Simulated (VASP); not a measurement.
# Li26NiF27 (a cell with a defect) (Griceite) in VASP: electric field gradients with PBE

Aim: the electric field gradients of Li26NiF27 (a cell with a defect) (Griceite) with PBE.

Program: VASP 6.6.1. These are calculated values, not measurements. Logs are shortened: lines on timing, memory, paths and dates and some standing lists are left out, and cuts for length are marked.

**1. The cell of the first run**

The cell holds a defect, 54 atoms: a = 8.545 Å, b = 8.545 Å, c = 8.545 Å, α = 60.00°, β = 60.00°, γ = 60.00°.

**2. Electric field gradients, PBE, collinear spin, ferromagnetic start**

INCAR reads:

```
PREC     = Accurate       # precision mode
ENCUT    = 650            # plane-wave cutoff, eV
EDIFF    = 1E-8           # SCF threshold, eV
ISMEAR   = -1             # smearing method
SIGMA    = 0.01           # smearing width, eV
LREAL    = False          # projectors in reciprocal space
LASPH    = True           # aspherical terms in the spheres
NELM     = 200            # most SCF steps
ALGO     = Normal         # electronic algorithm
ISIF     = 2              # what is computed and relaxed
LWAVE    = False          # write WAVECAR
LCHARG   = False          # write CHGCAR
ISPIN    = 2              # spin polarisation
MAGMOM   = 2 0 0 0 0 0 0 0 0 0 0 0 0 0 0 0 0 0 0 0 0 0 0 0 0 0 0 0 0 0 0 0 0 0 0 0 0 0 0 0 0 0 0 0 0 0 0 0 0 0 0 0 0 0 # initial moments
LORBIT   = 11             # projections on sites
LMAXMIX  = 4              # l up to which the mixer works
GGA      = PE             # functional
LEFG     = True         
NELECT   = 276.0        
NBANDS   = 176            # bands
GGA_COMPAT= False        
KPAR     = 4
```

KPOINTS reads:

```
regular mesh
0
Gamma
  3 3 3
```

POSCAR reads:

```
Li26NiF27
1.0
    0.0000000000      6.0420000000      6.0420000000
    6.0420000000      0.0000000000      6.0420000000
    6.0420000000      6.0420000000      0.0000000000
Ni Li F
1 26 27
Direct
    0.0000000000      0.0000000000      0.0000000000
    0.0000000000      0.0000000000      0.3333333333
    0.0000000000      0.0000000000      0.6666666667
    0.0000000000      0.3333333333      0.0000000000
    0.0000000000      0.3333333333      0.3333333333
    0.0000000000      0.3333333333      0.6666666667
    0.0000000000      0.6666666667      0.0000000000
    0.0000000000      0.6666666667      0.3333333333
    0.0000000000      0.6666666667      0.6666666667
    0.3333333333      0.0000000000      0.0000000000
    0.3333333333      0.0000000000      0.3333333333
    0.3333333333      0.0000000000      0.6666666667
    0.3333333333      0.3333333333      0.0000000000
    0.3333333333      0.3333333333      0.3333333333
    0.3333333333      0.3333333333      0.6666666667
    0.3333333333      0.6666666667      0.0000000000
    0.3333333333      0.6666666667      0.3333333333
    0.3333333333      0.6666666667      0.6666666667
    0.6666666667      0.0000000000      0.0000000000
    0.6666666667      0.0000000000      0.3333333333
    0.6666666667      0.0000000000      0.6666666667
    0.6666666667      0.3333333333      0.0000000000
    0.6666666667      0.3333333333      0.3333333333
    0.6666666667      0.3333333333      0.6666666667
    0.6666666667      0.6666666667      0.0000000000
    0.6666666667      0.6666666667      0.3333333333
    0.6666666667      0.6666666667      0.6666666667
    0.1666666667      0.1666666667      0.1666666667
    0.1666666667      0.1666666667      0.5000000000
    0.1666666667      0.1666666667      0.8333333333
    0.1666666667      0.5000000000      0.1666666667
    0.1666666667      0.5000000000      0.5000000000
    0.1666666667      0.5000000000      0.8333333333
    0.1666666667      0.8333333333      0.1666666667
    0.1666666667      0.8333333333      0.5000000000
    0.1666666667      0.8333333333      0.8333333333
    0.5000000000      0.1666666667      0.1666666667
    0.5000000000      0.1666666667      0.5000000000
    0.5000000000      0.1666666667      0.8333333333
    0.5000000000      0.5000000000      0.1666666667
    0.5000000000      0.5000000000      0.5000000000
    0.5000000000      0.5000000000      0.8333333333
    0.5000000000      0.8333333333      0.1666666667
    0.5000000000      0.8333333333      0.5000000000
    0.5000000000      0.8333333333      0.8333333333
    0.8333333333      0.1666666667      0.1666666667
    0.8333333333      0.1666666667      0.5000000000
    0.8333333333      0.1666666667      0.8333333333
    0.8333333333      0.5000000000      0.1666666667
    0.8333333333      0.5000000000      0.5000000000
    0.8333333333      0.5000000000      0.8333333333
    0.8333333333      0.8333333333      0.1666666667
    0.8333333333      0.8333333333      0.5000000000
    0.8333333333      0.8333333333      0.8333333333
```

Potentials or basis: VASP PAW PBE potentials, release 64 (Ni, Li_sv, F).

The run is started by

```sh
cat potpaw_PBE.64/Ni/POTCAR potpaw_PBE.64/Li_sv/POTCAR potpaw_PBE.64/F/POTCAR > POTCAR
mpirun -np 4 vasp_std > vasp.out
```

OUTCAR:

```text
PREC = Accurate
   ENCUT = 650
   EDIFF = 1E-8
   ISMEAR = -1
   LREAL = False
   LASPH = True
   NELM = 200
   ISIF = 2
   ISPIN = 2
   LORBIT = 11
   GGA = PE
   NELECT = 276.0

 ion  position               nearest neighbor table
   1  0.000  0.000  0.000-  30 2.01  34 2.01  36 2.01  46 2.01  48 2.01  52 2.01
   2  0.000  0.000  0.333-  34 2.01  46 2.01  35 2.01  28 2.01  47 2.01  53 2.01
   3  0.000  0.000  0.667-  36 2.01  48 2.01  29 2.01  47 2.01  35 2.01  54 2.01
   4  0.000  0.333  0.000-  30 2.01  46 2.01  33 2.01  28 2.01  49 2.01  51 2.01
   5  0.000  0.333  0.333-  28 2.01  47 2.01  49 2.01  29 2.01  31 2.01  50 2.01
   6  0.000  0.333  0.667-  29 2.01  30 2.01  48 2.01  51 2.01  50 2.01  32 2.01
[... 46 lines left out ...]
  53  0.833  0.833  0.500-  27 2.01  20 2.01   8 2.01   2 2.01  21 2.01   9 2.01
  54  0.833  0.833  0.833-   9 2.01  21 2.01  25 2.01  19 2.01   7 2.01   3 2.01

  LATTYP: Found a face centered cubic cell.
 ALAT       =    12.0840000000

  Lattice vectors:

 A1 = (   0.0000000000,   6.0420000000,   6.0420000000)
 A2 = (   6.0420000000,   0.0000000000,   6.0420000000)
 A3 = (   6.0420000000,   6.0420000000,   0.0000000000)

Analysis of symmetry for initial positions (statically):
=====================================================================
 Subroutine PRICEL returns:
 Original cell was already a primitive cell.

 Routine SETGRP: Setting up the symmetry group for a
 face centered cubic supercell.

 Subroutine GETGRP returns: Found 48 space group operations
 (whereof 48 operations were pure point group operations)
 out of a pool of 48 trial point group operations.

The static configuration has the point symmetry O_h .

Analysis of symmetry for dynamics (positions and initial velocities):
=====================================================================
 Subroutine PRICEL returns:
 Original cell was already a primitive cell.

 Routine SETGRP: Setting up the symmetry group for a
 face centered cubic supercell.

 Subroutine GETGRP returns: Found 48 space group operations
 (whereof 48 operations were pure point group operations)
 out of a pool of 48 trial point group operations.

The dynamic configuration has the point symmetry O_h .

Analysis of structural, dynamic, and magnetic symmetry:
=====================================================================
 Subroutine PRICEL returns:
 Original cell was already a primitive cell.

 Routine SETGRP: Setting up the symmetry group for a
 face centered cubic supercell.

 Subroutine GETGRP returns: Found 48 space group operations
 (whereof 48 operations were pure point group operations)
 out of a pool of 48 trial point group operations.

The overall configuration has the point symmetry O_h .

 Subroutine INISYM returns: Found 48 space group operations
 (whereof 48 operations are pure point group operations),
 and found     1 'primitive' translations

----------------------------------------------------------------------------------------

                                     Primitive cell

  volume of cell :     441.1357

  direct lattice vectors                    reciprocal lattice vectors
     0.000000000  6.042000000  6.042000000    -0.082754055  0.082754055  0.082754055
     6.042000000  0.000000000  6.042000000     0.082754055 -0.082754055  0.082754055
     6.042000000  6.042000000  0.000000000     0.082754055  0.082754055 -0.082754055

  length of vectors
     8.544678344  8.544678344  8.544678344     0.143334228  0.143334228  0.143334228

  position of ions in fractional coordinates (direct lattice)
[... 221 lines left out ...]
      2     -41.7763      1.00000
      3     -41.7763      1.00000
      4     -41.7763      1.00000
      5     -41.7751      1.00000
      6     -41.7751      1.00000
[... 601 lines left out ...]
    149      10.8605      0.00000
    150      10.9035      0.00000
 Fermi energy:         0.9120644018

 spin component 2

 k-point     1 :       0.0000    0.0000    0.0000
  band No.  band energies     occupation
      1     -41.7970      1.00000
      2     -41.7766      1.00000
      3     -41.7766      1.00000
      4     -41.7766      1.00000
      5     -41.7754      1.00000
      6     -41.7754      1.00000
[... 601 lines left out ...]
    149      10.8706      0.00000
    150      10.9221      0.00000
 [bands above 150 left out]

------------------------ aborting loop because EDIFF is reached ----------------------------------------

  FORCE on cell =-STRESS in cart. coord.  units (eV):
  Direction    XX          YY          ZZ          XY          YZ          ZX
  --------------------------------------------------------------------------------------
  -------------------------------------------------------------------------------------
  Total       -1.0375705     -1.0375705     -1.0375705      0.0000000     -0.0000000      0.0000000
  in kB       -3.7683916     -3.7683916     -3.7683916      0.0000000     -0.0000000      0.0000000
  external PRESSURE =      -3.7683916 kB  Pullay stress =       0.0000000 kB

 VOLUME and BASIS-vectors are now :
 -----------------------------------------------------------------------------
  energy-cutoff  :      650.00
  volume of cell :      441.14
      direct lattice vectors                 reciprocal lattice vectors
     0.000000000  6.042000000  6.042000000    -0.082754055  0.082754055  0.082754055
     6.042000000  0.000000000  6.042000000     0.082754055 -0.082754055  0.082754055
     6.042000000  6.042000000  0.000000000     0.082754055  0.082754055 -0.082754055

 POSITION                                       TOTAL-FORCE (eV/Angst)
 -----------------------------------------------------------------------------------
      0.00000      0.00000      0.00000        -0.000000     -0.000000     -0.000000
      2.01400      2.01400      0.00000         0.438443      0.438443     -0.000000
      4.02800      4.02800      0.00000        -0.438443     -0.438443     -0.000000
      2.01400      0.00000      2.01400         0.438443     -0.000000      0.438443
      4.02800      2.01400      2.01400         0.015724     -0.015724     -0.015724
      6.04200      4.02800      2.01400        -0.000000     -0.438443      0.438443
[... 46 lines left out ...]
      8.05600      8.05600     10.07000        -0.171488     -0.171488      0.171488
     10.07000     10.07000     10.07000         0.171488      0.171488      0.171488
 -----------------------------------------------------------------------------------
    total drift:                               -0.000000     -0.000000      0.000000

  FREE ENERGIE OF THE ION-ELECTRON SYSTEM (eV)
  ---------------------------------------------------
  free  energy   TOTEN  =      -262.1248942948 eV

  energy  without entropy=     -262.1248942948  energy(sigma->0) =     -262.12489429

 Electric field gradients (V/A^2)
---------------------------------------------------------------------
 ion       V_xx      V_yy      V_zz      V_xy      V_xz      V_yz
---------------------------------------------------------------------
   1      -0.000    -0.000    -0.000     0.004     0.004     0.004
   2       0.240     0.240    -0.481     0.172    -0.002    -0.002
   3       0.240     0.240    -0.481     0.172    -0.002    -0.002
   4       0.240    -0.481     0.240    -0.002     0.172    -0.002
   5       0.000    -0.000    -0.000     0.014     0.014    -0.016
   6      -0.481     0.241     0.241    -0.001    -0.001    -0.173
[... 46 lines left out ...]
  53      -0.000    -0.000     0.000     2.906    -2.906    -2.906
  54      -0.000     0.000     0.000     2.906     2.906     2.906
---------------------------------------------------------------------

 Electric field gradients after diagonalization (V/A^2)
 (convention: |V_zz| > |V_xx| > |V_yy|)
----------------------------------------------------------------------
 ion       V_xx      V_yy      V_zz     asymmetry (V_yy - V_xx)/ V_zz
----------------------------------------------------------------------
   1      -0.004    -0.004     0.009       0.000
   2       0.412     0.069    -0.481       0.714
   3       0.412     0.069    -0.481       0.714
   4       0.412     0.069    -0.481       0.714
   5       0.016     0.013    -0.028       0.089
   6       0.414     0.067    -0.481       0.721
[... 46 lines left out ...]
  53      -2.906    -2.905     5.811       0.000
  54      -2.906    -2.906     5.812       0.000
----------------------------------------------------------------------

           NMR quadrupolar parameters

 Cq : quadrupolar parameter    Cq=e*Q*V_zz/h
 eta: asymmetry parameters     (V_yy - V_xx)/ V_zz
 Q  : nuclear electric quadrupole moment in mb (millibarn)
----------------------------------------------------------------------
 ion       Cq(MHz)       eta       Q (mb)
----------------------------------------------------------------------
   1       0.000       0.000       1.000
   2      -0.001       0.714       1.000
   3      -0.001       0.714       1.000
   4      -0.001       0.714       1.000
   5      -0.000       0.089       1.000
   6      -0.001       0.721       1.000
[... 46 lines left out ...]
  53       0.014       0.000       1.000
  54       0.014       0.000       1.000
----------------------------------------------------------------------

 total charge

# of ion       s       p       d       tot
------------------------------------------
    1        0.308   0.399   8.185   8.892
    2        2.016   0.047   0.000   2.064
    3        2.016   0.047   0.000   2.064
    4        2.016   0.047   0.000   2.064
    5        2.016   0.047   0.000   2.063
    6        2.016   0.047   0.000   2.064
[... 46 lines left out ...]
   53        1.724   4.409   0.000   6.133
   54        1.724   4.409   0.000   6.133
--------------------------------------------------
tot         99.296 120.597   8.185 228.078

 magnetization (x)

# of ion       s       p       d       tot
------------------------------------------
    1        0.002   0.001   1.661   1.664
    2       -0.000  -0.000   0.000  -0.000
    3       -0.000  -0.000   0.000  -0.000
    4       -0.000  -0.000   0.000  -0.000
    5       -0.000  -0.000   0.000  -0.000
    6       -0.000  -0.000   0.000  -0.000
[... 46 lines left out ...]
   53       -0.000  -0.000   0.000  -0.000
   54       -0.000  -0.000   0.000  -0.000
--------------------------------------------------
tot          0.016   0.288   1.661   1.965
```

Wall time 11 min (4 MPI ranks of Intel Xeon Platinum 8559C (Emerald Rapids), shared host); peak memory 1.4 GiB.

What came out:

```
Free energy                                           : -262.1249 eV
Largest force                                         : 0.620 eV/Å
Net moment                                            : 2.00 μB per cell
Site moments                                          : Ni +1.66; Li -0.00, +0.00; F -0.00, +0.05, +0.00 μB
Valence electrons inside the program's atomic spheres : Ni 8.89; Li 2.06; F 6.13, 6.12
```

Forces on the atoms (eV/Å):
```
Ni   0.000  0.000  0.000
Li   0.438  0.438  0.000
Li  -0.438 -0.438  0.000
Li   0.438  0.000  0.438
Li   0.016 -0.016 -0.016
Li   0.000 -0.438  0.438
Li  -0.438  0.000 -0.438
Li   0.000  0.438 -0.438
Li  -0.016  0.016  0.016
Li   0.000  0.438  0.438
Li  -0.016  0.016 -0.016
Li  -0.438  0.000  0.438
Li  -0.016 -0.016  0.016
Li   0.016  0.016  0.016
Li   0.000  0.000  0.396
Li  -0.438  0.438  0.000
Li   0.000  0.396  0.000
Li  -0.396  0.000  0.000
Li   0.000 -0.438 -0.438
Li   0.438  0.000 -0.438
Li   0.016 -0.016  0.016
Li   0.438 -0.438  0.000
Li   0.396  0.000  0.000
Li   0.000 -0.396  0.000
Li   0.016  0.016 -0.016
Li   0.000  0.000 -0.396
Li  -0.016 -0.016 -0.016
F   -0.171 -0.171 -0.171
F    0.171  0.171 -0.171
F    0.000  0.000 -0.360
F    0.171 -0.171  0.171
F    0.000 -0.039 -0.039
F    0.039  0.000 -0.039
F    0.000 -0.360  0.000
F    0.039 -0.039  0.000
F    0.360  0.000  0.000
F   -0.171  0.171  0.171
F   -0.039  0.000 -0.039
F    0.000  0.039 -0.039
F   -0.039 -0.039  0.000
F    0.000  0.000  0.000
F    0.039  0.039  0.000
F    0.000 -0.039  0.039
F    0.039  0.000  0.039
F    0.171 -0.171 -0.171
F   -0.360  0.000  0.000
F   -0.039  0.039  0.000
F    0.000  0.360  0.000
F   -0.039  0.000  0.039
F    0.000  0.039  0.039
F   -0.171  0.171 -0.171
F    0.000  0.000  0.360
F   -0.171 -0.171  0.171
F    0.171  0.171  0.171
```

Electric field gradients, principal values (V/Å²):
| atom | least | middle | greatest (by size) |
| --- | --- | --- | --- |
| 1 Ni | -0.004 | -0.004 | 0.009 |
| 2 Li | 0.069 | 0.412 | -0.481 |
| 3 Li | 0.069 | 0.412 | -0.481 |
| 4 Li | 0.069 | 0.412 | -0.481 |
| 5 Li | 0.013 | 0.016 | -0.028 |
| 6 Li | 0.067 | 0.414 | -0.481 |
| 7 Li | 0.069 | 0.412 | -0.481 |
| 8 Li | 0.067 | 0.414 | -0.481 |
| 9 Li | 0.013 | 0.016 | -0.028 |
| 10 Li | 0.069 | 0.412 | -0.481 |
| 11 Li | 0.013 | 0.016 | -0.028 |
| 12 Li | 0.067 | 0.414 | -0.481 |
| 13 Li | 0.013 | 0.016 | -0.028 |
| 14 Li | 0.016 | 0.016 | -0.031 |
| 15 Li | -0.253 | -0.255 | 0.507 |
| 16 Li | 0.067 | 0.414 | -0.481 |
| 17 Li | -0.253 | -0.255 | 0.507 |
| 18 Li | -0.253 | -0.255 | 0.507 |
| 19 Li | 0.069 | 0.412 | -0.481 |
| 20 Li | 0.067 | 0.414 | -0.481 |
| 21 Li | 0.013 | 0.016 | -0.028 |
| 22 Li | 0.067 | 0.414 | -0.481 |
| 23 Li | -0.253 | -0.255 | 0.507 |
| 24 Li | -0.253 | -0.255 | 0.507 |
| 25 Li | 0.013 | 0.016 | -0.028 |
| 26 Li | -0.253 | -0.255 | 0.507 |
| 27 Li | 0.016 | 0.016 | -0.031 |
| 28 F | -2.906 | -2.906 | 5.812 |
| 29 F | -2.905 | -2.906 | 5.811 |
| 30 F | -32.298 | -32.298 | 64.597 |
| 31 F | -2.905 | -2.906 | 5.811 |
| 32 F | -3.165 | -3.202 | 6.367 |
| 33 F | -3.165 | -3.202 | 6.367 |
| 34 F | -32.298 | -32.298 | 64.597 |
| 35 F | -3.165 | -3.202 | 6.367 |
| 36 F | -32.298 | -32.298 | 64.597 |
| 37 F | -2.905 | -2.906 | 5.811 |
| 38 F | -3.165 | -3.202 | 6.367 |
| 39 F | -3.165 | -3.202 | 6.367 |
| 40 F | -3.165 | -3.202 | 6.367 |
| 41 F | 0.000 | 0.000 | 0.000 |
| 42 F | -3.165 | -3.202 | 6.367 |
| 43 F | -3.165 | -3.202 | 6.367 |
| 44 F | -3.165 | -3.202 | 6.367 |
| 45 F | -2.905 | -2.906 | 5.811 |
| 46 F | -32.298 | -32.298 | 64.597 |
| 47 F | -3.165 | -3.202 | 6.367 |
| 48 F | -32.298 | -32.298 | 64.597 |
| 49 F | -3.165 | -3.202 | 6.367 |
| 50 F | -3.165 | -3.202 | 6.367 |
| 51 F | -2.905 | -2.906 | 5.811 |
| 52 F | -32.298 | -32.298 | 64.597 |
| 53 F | -2.905 | -2.906 | 5.811 |
| 54 F | -2.906 | -2.906 | 5.812 |

Caveat: the cell carries a net charge on a neutralising background, which shifts energy and pressure; the cell is charged against a uniform background, so pressure and absolute levels hang on convention; without QUAD_EFG the Cq values of the log hold for a quadrupole moment of 1 mb, not for the nuclei.
